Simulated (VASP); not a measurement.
# SnSe2 (P-3m1) in VASP: further runs, part 2 of 2

VASP 6.6.1.

**5. Single point, PBE**

This run uses another cell than the first one, of 30.24 Å³/atom.

INCAR reads:

```
PREC = Accurate ; ENCUT = 520
EDIFF = 1E-7 ; ISMEAR = 0
SIGMA = 0.02 ; LREAL = F
LASPH = T ; NELM = 80
ALGO = Normal ; ISIF = 2
LWAVE = F ; LCHARG = F
GGA = PE ; NBANDS = 20
```

KPOINTS reads:

```
regular mesh
0
Gamma
  12 12 4
```

POSCAR reads:

```
SnSe2
1.0
    3.8717475320      0.0000000000      0.0000000000
   -1.9358737660      3.3530317198      0.0000000000
    0.0000000000      0.0000000000      6.9880755932
Sn Se
1 2
Direct
    0.0000000000      0.0000000000      0.0000000000
    0.3333333333      0.6666666667      0.2281475590
    0.6666666667      0.3333333333      0.7718524410
```

Potentials or basis: VASP PAW PBE potentials, release 64 (Sn_d, Se).

Launch:

```
cat potpaw_PBE.64/Sn_d/POTCAR potpaw_PBE.64/Se/POTCAR > POTCAR
mpirun -np 1 vasp_std > vasp.out
```

OUTCAR:

```text
PREC = Accurate
   ENCUT = 520
   EDIFF = 1E-7
   ISMEAR = 0
   LREAL = F
   LASPH = T
   NELM = 80
   ISIF = 2
   GGA = PE

 ion  position               nearest neighbor table
   1  0.000  0.000  0.000-   2 2.75   3 2.75   3 2.75   2 2.75   3 2.75   2 2.75
   2  0.333  0.667  0.228-   1 2.75   1 2.75   1 2.75
   3  0.667  0.333  0.772-   1 2.75   1 2.75   1 2.75

  LATTYP: Found a hexagonal cell.
 ALAT       =     3.8717475320
 C/A-ratio  =     1.8048892743

  Lattice vectors:

 A1 = (   3.8717475320,   0.0000000000,   0.0000000000)
 A2 = (  -1.9358737660,   3.3530317198,   0.0000000000)
 A3 = (   0.0000000000,   0.0000000000,   6.9880755932)

Analysis of symmetry for initial positions (statically):
=====================================================================
 Subroutine PRICEL returns:
 Original cell was already a primitive cell.

 Routine SETGRP: Setting up the symmetry group for a
 hexagonal supercell.

 Subroutine GETGRP returns: Found 12 space group operations
 (whereof 12 operations were pure point group operations)
 out of a pool of 24 trial point group operations.

The static configuration has the point symmetry D_3d.

Analysis of symmetry for dynamics (positions and initial velocities):
=====================================================================
 Subroutine PRICEL returns:
 Original cell was already a primitive cell.

 Routine SETGRP: Setting up the symmetry group for a
 hexagonal supercell.

 Subroutine GETGRP returns: Found 12 space group operations
 (whereof 12 operations were pure point group operations)
 out of a pool of 24 trial point group operations.

The dynamic configuration has the point symmetry D_3d.
[... 107 lines left out ...]
   ISIF   =      2    stress and relaxation
   ISYM   =      2    0-nonsym 1-usesym 2-fastsym
   POTIM  = 0.5000    time-step for ionic-motion
   TEBEG  =    0.0;   TEEND  =   0.0 temperature during run
   PSTRESS=    0.0 pullay stress
   NELECT =      26.0000    total number of electrons
   NUPDOWN=      -1.0000    fix difference up-down
   EMIN   =  10.00;   EMAX   =-10.00  energy-range for DOS
   EFERMI =   0.00;   METHOD = LEGACY
   ISMEAR =     0;   SIGMA  =   0.02  broadening in eV -4-tet -1-fermi 0-gaus
   EFERMI_NEDOS =   21; number of points for ismear=-14 and -15
   IALGO  =     38    algorithm
   IMIX   =      4    mixing-type and parameters
     AMIX     =   0.40;   BMIX     =  1.00
     AMIX_MAG =   1.60;   BMIX_MAG =  1.00
  volume/ion in A,a.u.               =      30.24       204.07
  Fermi-wavevector in a.u.,A,eV,Ry     =   1.079357  2.039689 15.850949  1.165012
  Thomas-Fermi vector in A             =   2.215320
   LORBIT       =      0    0 simple, 1 ext, 2 COOP (PROOUT), +10 PAW based schemes
   GGA     = PE    functional components
   LHFCALC =     F    Hartree Fock is set to
   AEXX    =    0.0000 exact exchange contribution
   IVDW    =     0    specifies the selected vdW correction
   LEPSILON=     F    determine dielectric tensor
   LRPA    =     F    only Hartree local field effects (RPA)
 non-spin polarized calculation
 Gauss-broadening in eV      SIGMA  =   0.02
  energy-cutoff  :      520.00
  volume of cell :       90.72
 maximum number of plane-waves:      2464
 NGX is ok and might be reduce to    30
   NGX = 15   NGY = 15   NGZ = 25

 number of electron      25.9999990 magnetization

 Free energy of the ion-electron system (eV)
  ---------------------------------------------------
  ext. energy  EPLUGINS =         0.00000000
  ---------------------------------------------------
  free energy    TOTEN  =       -11.87449645 eV

  energy without entropy =      -11.87449645  energy(sigma->0) =      -11.87449645

 E-fermi :   2.6520     XC(G=0):  -8.5922

 val. band max:        2.5411683364   @ k =   0.1667   0.0000   0.0000
 cond. band min:       3.2403767980   @ k =   0.5000   0.0000   0.5000
 fundamental gap:      0.6992084616
 Fermi energy:         2.6520404181

 k-point     1 :       0.0000    0.0000    0.0000
  band No.  band energies     occupation
      1     -18.5737      2.00000
      2     -18.5737      2.00000
      3     -18.5414      2.00000
      4     -18.5322      2.00000
      5     -18.5322      2.00000
      6     -10.8114      2.00000
[... 541 lines left out ...]
     19      10.6366      0.00000
     20      11.0316      0.00000

 [... further k-points ...]
[... 5 lines left out ...]
  --------------------------------------------------------------------------------------
  -------------------------------------------------------------------------------------
  Total        0.0304102      0.0304102      0.0464776      0.0000000      0.0000000      0.0000000
  in kB        0.5370659      0.5370659      0.8208276      0.0000000      0.0000000      0.0000000
  external PRESSURE =       0.6316531 kB  Pullay stress =       0.0000000 kB

 VOLUME and BASIS-vectors are now :
 -----------------------------------------------------------------------------
  energy-cutoff  :      520.00
  volume of cell :       90.72
      direct lattice vectors                 reciprocal lattice vectors
     3.871747532  0.000000000  0.000000000     0.258281304  0.149118780  0.000000000
    -1.935873766  3.353031720  0.000000000     0.000000000  0.298237560  0.000000000
     0.000000000  0.000000000  6.988075593     0.000000000  0.000000000  0.143100913

 POSITION                                       TOTAL-FORCE (eV/Angst)
 -----------------------------------------------------------------------------------
      0.00000      0.00000      0.00000        -0.000000      0.000000      0.000000
     -0.00000      2.23535      1.59431         0.000000      0.000000      0.015544
      1.93587      1.11768      5.39376        -0.000000      0.000000     -0.015544
 -----------------------------------------------------------------------------------
    total drift:                                0.000000      0.000000      0.000000

  FREE ENERGIE OF THE ION-ELECTRON SYSTEM (eV)
  ---------------------------------------------------
  free  energy   TOTEN  =       -11.8744964510 eV

  energy  without entropy=      -11.8744964510  energy(sigma->0) =      -11.87449645
```

OSZICAR:

```text
N       E                     dE             d eps       ncg     rms          rms(c)
DAV:   1     0.203375393733E+03    0.20338E+03   -0.11976E+04  2836   0.140E+03
DAV:   2     0.117834643715E+02   -0.19159E+03   -0.18458E+03  3020   0.369E+02
DAV:   3    -0.112876777687E+02   -0.23071E+02   -0.22536E+02  3328   0.113E+02
DAV:   4    -0.121248595218E+02   -0.83718E+00   -0.83585E+00  3352   0.232E+01
DAV:   5    -0.121463555334E+02   -0.21496E-01   -0.21494E-01  3840   0.378E+00    0.467E+00
DAV:   6    -0.118894734948E+02    0.25688E+00   -0.55338E-01  4152   0.738E+00    0.300E+00
DAV:   7    -0.118740284238E+02    0.15445E-01   -0.14829E-01  3200   0.235E+00    0.982E-01
DAV:   8    -0.118738944171E+02    0.13401E-03   -0.12324E-02  3476   0.100E+00    0.260E-01
DAV:   9    -0.118744378094E+02   -0.54339E-03   -0.14843E-03  3048   0.305E-01    0.819E-02
DAV:  10    -0.118744619313E+02   -0.24122E-04   -0.12591E-04  3496   0.774E-02    0.312E-02
DAV:  11    -0.118744954860E+02   -0.33555E-04   -0.48759E-05  2940   0.400E-02    0.104E-02
DAV:  12    -0.118744953464E+02    0.13966E-06   -0.34268E-06  3688   0.119E-02    0.741E-03
DAV:  13    -0.118744962427E+02   -0.89637E-06   -0.24446E-06  2912   0.811E-03    0.267E-03
DAV:  14    -0.118744964071E+02   -0.16436E-06   -0.43702E-08  2616   0.144E-03    0.987E-04
DAV:  15    -0.118744964510E+02   -0.43881E-07   -0.46573E-08  2360   0.147E-03
   1 F= -.11874496E+02 E0= -.11874496E+02  d E =-.700466E-17
```

stdout:

```text
POSCAR found type information on POSCAR SnSe
 POSCAR found :  2 types and       3 ions
 scaLAPACK will be used
 LDA part: xc-table for (Slater+PW92), standard interpolation
 POSCAR, INCAR and KPOINTS ok, starting setup
 FFT: planning ... GRIDC
 FFT: planning ... GRID_SOFT
 FFT: planning ... GRID
 WAVECAR not read
 entering main loop
```

Wall time 53 s (1 thread of Intel Xeon 6975P-C (Granite Rapids), shared host); peak memory 0.28 GiB.

Results:

| Property | Result |
| --- | --- |
| Free energy | -11.8745 eV |
| Pressure | 0.1 GPa |
| Largest force | 0.016 eV/Å |
| Band gap on the k mesh | 0.70 eV (least direct gap 1.08 eV) |

Forces in eV/Å, atoms in the order of the input:
```
Sn   0.000  0.000  0.000
Se   0.000  0.000  0.016
Se   0.000  0.000 -0.016
```

Levels at points of the mesh, in eV from the valence-band top:
```tsv
k point	band 10	band 11	band 12	band 13	band 14	band 15	band 16	band 17
(0.00, 0.00, 0.00)	-0.47	-0.47	-0.12	-0.12	1.09	3.08	4.59	4.59
(0.50, 0.00, 0.00)	-2.38	-2.18	-0.79	-0.27	0.93	3.89	5.56	5.68
(0.00, 0.00, 0.50)	-0.49	-0.49	-0.08	-0.08	1.98	3.00	4.51	4.51
(0.50, 0.00, 0.50)	-2.14	-2.04	-0.63	-0.38	0.70	4.21	4.91	5.75
```

Caveat: semilocal functionals underestimate gaps, and a narrow one can read as zero; spin-orbit coupling is left out, which moves the levels of the heavy elements; this functional lacks dispersion, which binds layers or chains, so the pressure and a relaxed spacing across them are unreliable. A k mesh can miss the band edges.

**6. Single point, PBE (31.15 Å³/atom)**

This run uses another cell than the first one, of 31.15 Å³/atom.

INCAR reads:

```
PREC = Accurate ; ENCUT = 520
EDIFF = 1E-7 ; ISMEAR = 0
SIGMA = 0.02 ; LREAL = False
LASPH = True ; NELM = 80
ALGO = Normal ; ISIF = 2
LWAVE = False ; LCHARG = True
GGA = PE ; LELF = True
LVHAR = True ; NBANDS = 20
```

KPOINTS reads:

```
Automatic mesh
0
Gamma
  12 12 4
```

POSCAR reads:

```
SnSe2
1.0
    3.8726281364      0.0000000000      0.0000000000
   -1.9363140682      3.3537943456      0.0000000000
    0.0000000000      0.0000000000      7.1944448272
Sn Se
1 2
Direct
    0.0000000000      0.0000000000      0.0000000000
    0.3333333333      0.6666666667      0.2216653410
    0.6666666667      0.3333333333      0.7783346590
```

Potentials or basis: VASP PAW PBE potentials, release 64 (Sn_d, Se).

Launch:

```
cat potpaw_PBE.64/Sn_d/POTCAR potpaw_PBE.64/Se/POTCAR > POTCAR
mpirun -np 1 vasp_std > vasp.out
```

Run time: 54 s. Hardware: 1 thread of Intel Xeon 6975P-C (Granite Rapids), shared host; peak memory 0.29 GiB.

Results (log left out):

* Free energy: -11.8742 eV
* Pressure: 0.0 GPa
* Largest force: 0.011 eV/Å
* Band gap on the k mesh: 0.71 eV (least direct gap 1.07 eV)

Forces on the atoms (eV/Å):
```
Sn   0.000  0.000  0.000
Se   0.000  0.000  0.011
Se   0.000  0.000 -0.011
```

Levels at points of the mesh, in eV from the valence-band top:
| k point | band 9 | band 10 | band 11 | band 12 | band 13 | band 14 | band 15 | band 16 | band 17 | band 18 |
| --- | --- | --- | --- | --- | --- | --- | --- | --- | --- | --- |
| (0.00, 0.00, 0.00) | -0.61 | -0.46 | -0.46 | -0.10 | -0.10 | 1.14 | 3.08 | 4.58 | 4.58 | 6.95 |
| (0.50, 0.00, 0.00) | -4.17 | -2.33 | -2.17 | -0.74 | -0.28 | 0.90 | 3.92 | 5.60 | 5.71 | 6.10 |
| (0.00, 0.00, 0.50) | -1.41 | -0.48 | -0.48 | -0.08 | -0.08 | 1.91 | 3.01 | 4.53 | 4.53 | 7.39 |
| (0.50, 0.00, 0.50) | -4.26 | -2.14 | -2.07 | -0.63 | -0.35 | 0.71 | 4.20 | 4.97 | 5.73 | 5.83 |

Caveat: semilocal functionals underestimate gaps, and a narrow one can read as zero; spin-orbit coupling is left out, which moves the levels of the heavy elements; this functional lacks dispersion, which binds layers or chains, so the pressure and a relaxed spacing across them are unreliable. A k mesh can miss the band edges.

**7. The runs side by side**

```csv
cell,gap on the mesh (eV),pressure (GPa),largest force (eV/Å)
"a = 3.863, b = 3.863, c = 6.600 Å, angles 90.0, 90.0, 120.0°, 3 atoms, atomic positions A",0.68,0.5,0.01
"a = 3.866, b = 3.866, c = 6.799 Å, angles 90.0, 90.0, 120.0°, 3 atoms, atomic positions B",0.68,0.2,-
"a = 3.872, b = 3.872, c = 6.988 Å, angles 90.0, 90.0, 120.0°, 3 atoms, atomic positions C",0.70,0.1,0.02
"a = 3.873, b = 3.873, c = 7.194 Å, angles 90.0, 90.0, 120.0°, 3 atoms, atomic positions D",0.71,0.0,0.01
```

Alike in all rows: task single point; level PBE; potentials or basis VASP PAW PBE potentials, release 64 (Sn_d, Se); no spin polarisation; k mesh 12 × 12 × 4; cutoff (eV) 520; smearing gaussian 0.02 eV.

Caveats: semilocal functionals underestimate gaps, and a narrow one can read as zero; spin-orbit coupling is left out, which moves the levels of the heavy elements; this functional lacks dispersion, which binds layers or chains, so the pressure and a relaxed spacing across them are unreliable.

Absolute energies hang on the potentials; compare differences alone.
